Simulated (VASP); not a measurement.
CaSe:

```
Ca Se
1.0
     0.00000    2.96753    2.96753
     2.96753    0.00000    2.96753
     2.96753    2.96753    0.00000
Ca Se
1 1
Cartesian
  0.0000 0.0000 0.0000
  2.9675 2.9675 2.9675
```

Program: VASP 6.6.1. Alike in all runs: task single point; no spin polarisation; cell as given; k mesh 4 × 4 × 4; cutoff (eV) 520; smearing gaussian 0.01 eV.

Task: Order these runs on this cell by their band gap on the k mesh, lowest first.
A. level LDA; potentials or basis VASP PAW LDA potentials, release 64 (Ca_sv, Se)
B. level r2SCAN; potentials or basis VASP PAW PBE potentials, release 64 (Ca_sv, Se)
C. level PBE; potentials or basis VASP PAW PBE potentials, release 64 (Ca_sv, Se)
D. level HSE06; potentials or basis VASP PAW PBE potentials, release 64 (Ca_sv, Se); grid for exact exchange (PRECFOCK) Normal; share of exact exchange 0.25; screening parameter 0.2079 1/Å

Result: A (1.87 eV), C (2.04 eV), B (2.51 eV), D (3.01 eV).

Caveats: all runs use coarse meshes.

A k mesh can miss the band edges.
